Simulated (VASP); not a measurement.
Set up this calculation in VASP 6.6.1, as the native input.

| Quantity | Value |
| --- | --- |
| Task | single point |
| Functional | PBEsol |
| Potentials or basis | VASP PAW PBE potentials, release 64 (P) |
| Cutoff | 520 eV |
| k mesh | 8 × 1 × 6 |
| Occupations | gaussian, width 0.05 eV |
| Spin | no spin polarisation |
| Dipole correction | no |
| Further INCAR settings | ALGO = Normal; EDIFF = 1e-06; NBANDS = 18 |

The structure of P lies in POSCAR:

```
P
1.0
    3.2016345270      0.0000000000      0.0000000000
    0.0000000000     33.9856052152      0.0000000000
    0.0000000000      0.0000000000      4.5162825922
P
4
Direct
    0.0000000000      0.9702614300      0.5921507200
    0.0000000000      0.0297385700      0.4078492800
    0.5000000000      0.0297385700      0.0921507200
    0.5000000000      0.9702614300      0.9078492800
```

This cell differs from its parent crystal: strain -0.025 along x and y, -0.025 along z.

These files were run (other wordings do the same):

INCAR

```
SYSTEM = P
PREC = Accurate
ENCUT = 520
EDIFF = 1E-6
ISMEAR = 0
SIGMA = 0.05
LREAL = .FALSE.
LASPH = .TRUE.
NELM = 100
ALGO = Normal
ISIF = 2
LWAVE = .FALSE.
LCHARG = .TRUE.
GGA = PS
LELF = .TRUE.
LVHAR = .TRUE.
NBANDS = 18
```

KPOINTS

```
Automatic mesh
0
G
  8 1 6
  0 0 0
```

Potentials or basis: VASP PAW PBE potentials, release 64 (P).

Launch:

```console
$ cat potpaw_PBE.64/P/POTCAR > POTCAR
$ mpirun -np 1 vasp_std > vasp.out
```

Results of the run:

```
Largest force          : 0.950 eV/Å
Band gap on the k mesh : 0.82 eV (least direct gap 0.86 eV)
```

Caveat: the cell differs from its parent crystal (strain -0.025 along x and y, -0.025 along z); there is no dipole correction, which matters where the two faces differ; the PAW data sets were made with another functional, which shifts forces and pressure a little.

It took 3.2 min on 1 thread of Intel(R) Xeon(R) Platinum 8259CL CPU @ 2.50GHz (Skylake/Cascade Lake) (shared host), peak memory 0.53 GiB.
